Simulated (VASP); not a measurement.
# Si12CO in VASP: single point with PBE

Aim: the single point of Si12CO with PBE.

Everything below comes from runs of VASP 6.6.1. Logs are shortened: lines on timing, memory, paths and dates and some standing lists are left out, and cuts for length are marked.

## 1. The cell of the first run

The cell holds a slab with vacuum, 14 atoms: a = 7.735 Å, b = 5.470 Å, c = 21.724 Å, α = 90.00°, β = 90.00°, γ = 90.00°.

## 2. Single point, PBE

The input, INCAR:

```
SYSTEM = Si12CO
  ALGO = Normal
  DIPOL = 0.5 0.5 0.294
  EDIFF = 1E-6
  ENCUT = 520
  GGA = PE
  GGA_COMPAT = .FALSE.
  IDIPOL = 3
  ISIF = 2
  ISMEAR = 0
  LASPH = .TRUE.
  LCHARG = .TRUE.
  LDIPOL = .TRUE.
  LELF = .TRUE.
  LREAL = .FALSE.
  LVACPOTAV = .TRUE.
  LVHAR = .TRUE.
  LWAVE = .FALSE.
  NBANDS = 42
  NELM = 120
  NELMDL = -8
  PREC = Accurate
  SIGMA = 0.05
```

The input, KPOINTS:

```
k-points
0
G
  4 5 1
  0 0 0
```

The input, POSCAR:

```
Si12CO
1.0
    7.7350711403      0.0000000000      0.0000000000
    0.0000000000      5.4695212563      0.0000000000
    0.0000000000      0.0000000000     21.7238421161
Si C O
12 1 1
Direct
    0.2500000000      0.0000000000      0.1841294914
    0.7500000000      0.0000000000      0.1841294914
    0.0000000000      0.2500000000      0.1841294914
    0.5000000000      0.2500000000      0.1841294914
    0.0000000000      0.5024402206      0.2710384099
    0.5000000000      0.5024402206      0.2710384099
    0.2500000000      0.7475597794      0.2710384099
    0.7500000000      0.7475597794      0.2710384099
    0.2500000000      0.0098635024      0.3555467801
    0.7500000000      0.0098635024      0.3555467801
    0.0000000000      0.2401364976      0.3555467801
    0.5000000000      0.2401364976      0.3555467801
    0.0000000000      0.0098635024      0.4222937207
   -0.0119162189     -0.1730322171      0.4489924970
```

Potentials or basis: VASP PAW PBE potentials, release 64 (Si, C, O).

Launch:

```sh
> cat potpaw_PBE.64/Si/POTCAR potpaw_PBE.64/C/POTCAR potpaw_PBE.64/O/POTCAR > POTCAR
> mpirun -np 1 vasp_std > vasp.out
```

OUTCAR:

```text
SYSTEM = Si12CO
   EDIFF = 1E-6
   ENCUT = 520
   GGA = PE
   ISIF = 2
   ISMEAR = 0
   LASPH = .TRUE.
   LREAL = .FALSE.
   NELM = 120
   NELMDL = -8
   PREC = Accurate

 ion  position               nearest neighbor table
   1  0.250  0.000  0.184-   7 2.34   4 2.37   3 2.37
   2  0.750  0.000  0.184-   8 2.34   4 2.37   3 2.37
   3  0.000  0.250  0.184-   5 2.34   2 2.37   1 2.37
   4  0.500  0.250  0.184-   6 2.34   2 2.37   1 2.37
   5  0.000  0.502  0.271-  11 2.33   3 2.34   8 2.35   7 2.35
   6  0.500  0.502  0.271-  12 2.33   4 2.34   8 2.35   7 2.35
   7  0.250  0.748  0.271-   9 2.33   1 2.34   6 2.35   5 2.35
   8  0.750  0.748  0.271-  10 2.33   2 2.34   6 2.35   5 2.35
   9  0.250  0.010  0.356-  11 2.31  12 2.31   7 2.33  13 2.42
  10  0.750  0.010  0.356-  11 2.31  12 2.31   8 2.33  13 2.42
  11  0.000  0.240  0.356-  13 1.92  10 2.31   9 2.31   5 2.33
  12  0.500  0.240  0.356-   9 2.31  10 2.31   6 2.33
  13  0.000  0.010  0.422-  14 1.16  11 1.92   9 2.42  10 2.42
  14  0.988  0.827  0.449-  13 1.16

  LATTYP: Found a simple orthorhombic cell.
 ALAT       =     5.4695212563
 B/A-ratio  =     1.4142135624
 C/A-ratio  =     3.9717995594

  Lattice vectors:

 A1 = (   0.0000000000,  -5.4695212563,   0.0000000000)
 A2 = (   7.7350711403,   0.0000000000,   0.0000000000)
 A3 = (   0.0000000000,   0.0000000000,  21.7238421161)

Analysis of symmetry for initial positions (statically):
=====================================================================
 Subroutine PRICEL returns:
 Original cell was already a primitive cell.

 Routine SETGRP: Setting up the symmetry group for a
 simple orthorhombic supercell.

 Subroutine GETGRP returns: Found  1 space group operations
 (whereof  1 operations were pure point group operations)
 out of a pool of  8 trial point group operations.

The static configuration has the point symmetry C_1 .

Analysis of symmetry for dynamics (positions and initial velocities):
=====================================================================
 Subroutine PRICEL returns:
 Original cell was already a primitive cell.

 Routine SETGRP: Setting up the symmetry group for a
 simple orthorhombic supercell.

 Subroutine GETGRP returns: Found  1 space group operations
 (whereof  1 operations were pure point group operations)
 out of a pool of  8 trial point group operations.

The dynamic configuration has the point symmetry C_1 .

 Subroutine INISYM returns: Found  1 space group operations
 (whereof  1 operations are pure point group operations),
 and found     1 'primitive' translations

----------------------------------------------------------------------------------------

                                     Primitive cell

  volume of cell :     919.0735

  direct lattice vectors                    reciprocal lattice vectors
     7.735071140  0.000000000  0.000000000     0.129281293  0.000000000  0.000000000
     0.000000000  5.469521256  0.000000000     0.000000000  0.182831358  0.000000000
     0.000000000  0.000000000 21.723842116     0.000000000  0.000000000  0.046032373

  length of vectors
     7.735071140  5.469521256 21.723842116     0.129281293  0.182831358  0.046032373

  position of ions in fractional coordinates (direct lattice)
     0.250000000  0.000000000  0.184129491
     0.750000000  0.000000000  0.184129491
     0.000000000  0.250000000  0.184129491
     0.500000000  0.250000000  0.184129491
     0.000000000  0.502440221  0.271038410
     0.500000000  0.502440221  0.271038410
     0.250000000  0.747559779  0.271038410
     0.750000000  0.747559779  0.271038410
     0.250000000  0.009863502  0.355546780
     0.750000000  0.009863502  0.355546780
     0.000000000  0.240136498  0.355546780
     0.500000000  0.240136498  0.355546780
     0.000000000  0.009863502  0.422293721
     0.988083781  0.826967783  0.448992497

  ion indices of the primitive-cell ions
   primitive index   ion index
                 1           1
                 2           2
                 3           3
                 4           4
                 5           5
                 6           6
                 7           7
[... 24 lines left out ...]
     0.032320323  0.036566272  0.046032373

  Shift w.r.t. Gamma in fractional coordinates (k-lattice)
     0.000000000  0.000000000  0.000000000

 Subroutine IBZKPT returns following result:
 ===========================================

 Found     11 irreducible k-points:

 Following reciprocal coordinates:
            Coordinates               Weight
  0.000000  0.000000  0.000000      1.000000
  0.250000  0.000000  0.000000      2.000000
  0.500000  0.000000  0.000000      1.000000
  0.000000  0.200000  0.000000      2.000000
  0.250000  0.200000  0.000000      2.000000
 -0.250000  0.200000  0.000000      2.000000
  0.500000  0.200000  0.000000      2.000000
  0.000000  0.400000  0.000000      2.000000
  0.250000  0.400000  0.000000      2.000000
 -0.250000  0.400000  0.000000      2.000000
  0.500000  0.400000  0.000000      2.000000
   k-points           NKPTS =     11   k-points in BZ     NKDIM =     11   number of bands    NBANDS=     42
   number of dos      NEDOS =    301   number of ions     NIONS =     14
   total plane-waves  NPLWV = 408240
   dimension x,y,z NGX =    60 NGY =   42 NGZ =  162
   dimension x,y,z NGXF=   120 NGYF=   84 NGZF=  324
   ions per type =              12   1   1
   NGX,Y,Z   is equivalent  to a cutoff of  12.90, 12.77, 12.40 a.u.
   NGXF,Y,Z  is equivalent  to a cutoff of  25.79, 25.53, 24.79 a.u.
 SYSTEM =  Si12CO
   PREC   = accura    normal or accurate (medium, high low for compatibility)
   ISTART =      0    job   : 0-new  1-cont  2-samecut
   ICHARG =      2    charge: 1-file 2-atom 10-const
   ISPIN  =      1    spin polarized calculation?
   LNONCOLLINEAR =      F non collinear calculations
   LSORBIT =      F    spin-orbit coupling
   LASPH  =      T    aspherical Exc in radial PAW
   ENCUT  =  520.0 eV  38.22 Ry    6.18 a.u.  14.38 10.17 40.39*2*pi/ulx,y,z
   NELM   =    120;   NELMIN=  2; NELMDL= -8     # of ELM steps
   EDIFF  = 0.1E-05   stopping-criterion for ELM
   LREAL  =      F    real-space projection
   EDIFFG = 0.1E-04   stopping-criterion for IOM
   NSW    =      0    number of steps for IOM
   IBRION =     -1    ionic relax: 0-MD 1-quasi-New 2-CG
   NFREE  =      0    steps in history (QN), initial steepest desc. (CG)
   ISIF   =      2    stress and relaxation
   ISYM   =      2    0-nonsym 1-usesym 2-fastsym
   POTIM  = 0.5000    time-step for ionic-motion
   TEBEG  =    0.0;   TEEND  =   0.0 temperature during run
   PSTRESS=    0.0 pullay stress
   NELECT =      58.0000    total number of electrons
   NUPDOWN=      -1.0000    fix difference up-down
   EMIN   =  10.00;   EMAX   =-10.00  energy-range for DOS
   EFERMI =   0.00;   METHOD = LEGACY
   ISMEAR =     0;   SIGMA  =   0.05  broadening in eV -4-tet -1-fermi 0-gaus
   EFERMI_NEDOS =   21; number of points for ismear=-14 and -15
   IALGO  =     38    algorithm
   IMIX   =      4    mixing-type and parameters
     AMIX     =   0.40;   BMIX     =  1.00
     AMIX_MAG =   1.60;   BMIX_MAG =  1.00
  volume/ion in A,a.u.               =      65.65       443.02
  Fermi-wavevector in a.u.,A,eV,Ry     =   0.651780  1.231685  5.779981  0.424817
  Thomas-Fermi vector in A             =   1.721489
   LORBIT       =      0    0 simple, 1 ext, 2 COOP (PROOUT), +10 PAW based schemes
   GGA     = PE    functional components
   LHFCALC =     F    Hartree Fock is set to
   AEXX    =    0.0000 exact exchange contribution
   IVDW    =     0    specifies the selected vdW correction
   LEPSILON=     F    determine dielectric tensor
   LRPA    =     F    only Hartree local field effects (RPA)
 non-spin polarized calculation
 Gauss-broadening in eV      SIGMA  =   0.05
  energy-cutoff  :      520.00
  volume of cell :      919.07
 maximum number of plane-waves:     24773
 NGX is ok and might be reduce to    60
   NGX = 29   NGY = 21   NGZ = 81

 dipolmoment           0.000000      0.000000     -0.002491 electrons x Angstroem

 number of electron      57.9999995 magnetization

 dipolmoment           0.000000      0.000000      0.014994 electrons x Angstroem

 Free energy of the ion-electron system (eV)
  ---------------------------------------------------
  ext. energy  EPLUGINS =         0.00000000
  ---------------------------------------------------
  free energy    TOTEN  =       -70.97745458 eV

  energy without entropy =      -70.97203973  energy(sigma->0) =      -70.97474716

 E-fermi :  -1.8674     XC(G=0):  -3.4380

 val. band max:       -1.9485783749   @ k =   0.5000   0.4000   0.0000
 cond. band min:      -1.8510503926   @ k =   0.2500   0.4000   0.0000
 fundamental gap:      0.0975279822
 Fermi energy:        -1.8673844274

 k-point     1 :       0.0000    0.0000    0.0000
  band No.  band energies     occupation
      1     -25.8480      2.00000
      2     -13.9550      2.00000
      3     -12.7363      2.00000
      4     -11.2569      2.00000
      5     -11.1997      2.00000
      6     -10.8086      2.00000
[... 473 lines left out ...]
     40       1.8553      0.00000
     41       1.9635      0.00000
 [bands above 41 left out]

------------------------ aborting loop because EDIFF is reached ----------------------------------------

  FORCE on cell =-STRESS in cart. coord.  units (eV):
  Direction    XX          YY          ZZ          XY          YZ          ZX
  --------------------------------------------------------------------------------------
  -------------------------------------------------------------------------------------
  Total        0.4408577      4.5208957      2.8904430      0.0031889     -3.1416207      0.2274137
  in kB        0.7685263      7.8810631      5.0387722      0.0055590     -5.4766385      0.3964396
  external PRESSURE =       4.5627872 kB  Pullay stress =       0.0000000 kB

 VOLUME and BASIS-vectors are now :
 -----------------------------------------------------------------------------
  energy-cutoff  :      520.00
  volume of cell :      919.07
      direct lattice vectors                 reciprocal lattice vectors
     7.735071140  0.000000000  0.000000000     0.129281293  0.000000000  0.000000000
     0.000000000  5.469521256  0.000000000     0.000000000  0.182831358  0.000000000
     0.000000000  0.000000000 21.723842116     0.000000000  0.000000000  0.046032373

 POSITION                                       TOTAL-FORCE (eV/Angst)
 -----------------------------------------------------------------------------------
      1.93377      0.00000      4.00000         0.088489      0.710777      0.213435
      5.80130      0.00000      4.00000        -0.084312      0.669890      0.208478
      0.00000      1.36738      4.00000        -0.007204     -0.506984      0.209777
      3.86754      1.36738      4.00000        -0.005683     -0.648022     -0.172809
      0.00000      2.74811      5.88800        -0.044574      0.594571     -0.830084
      3.86754      2.74811      5.88800        -0.002238      0.008394      0.020615
      1.93377      4.08879      5.88800         0.057224     -0.136034     -0.020985
      5.80130      4.08879      5.88800        -0.031877     -0.133670     -0.013427
      1.93377      0.05395      7.72384         0.472721     -0.157588     -0.564160
      5.80130      0.05395      7.72384        -0.647356     -0.147179     -0.788762
      0.00000      1.31343      7.72384         0.083825     -0.105972      0.149630
      3.86754      1.31343      7.72384        -0.011347      0.274997      0.269789
      0.00000      0.05395      9.17384         0.194588      1.443859     -0.753462
      7.64290      4.52312      9.75384        -0.062258     -1.867038      2.071963
 -----------------------------------------------------------------------------------
    total drift:                                0.000203     -0.000562      0.000402

  FREE ENERGIE OF THE ION-ELECTRON SYSTEM (eV)
  ---------------------------------------------------
  free  energy   TOTEN  =       -70.9774545824 eV

  energy  without entropy=      -70.9720397328  energy(sigma->0) =      -70.97474716

 vacuum level on the upper side and lower side of the slab         2.982         2.918
```

Wall time 18 min (1 thread of Oxide Virtual Turin-like, shared host); peak memory 0.95 GiB.

Results:

| Item | Value |
| --- | --- |
| Free energy | -70.9775 eV |
| Largest force | 2.790 eV/Å |
| Band gap on the k mesh | zero (bands 29 and 30 overlap by 0.21 eV) |

Forces in eV/Å, atoms in the order of the input:
```
Si   0.088  0.711  0.213
Si  -0.084  0.670  0.208
Si  -0.007 -0.507  0.210
Si  -0.006 -0.648 -0.173
Si  -0.045  0.595 -0.830
Si  -0.002  0.008  0.021
Si   0.057 -0.136 -0.021
Si  -0.032 -0.134 -0.013
Si   0.473 -0.158 -0.564
Si  -0.647 -0.147 -0.789
Si   0.084 -0.106  0.150
Si  -0.011  0.275  0.270
C    0.195  1.444 -0.753
O   -0.062 -1.867  2.072
```

The gap in the log of VASP goes by the Fermi energy; the results here count the filled bands.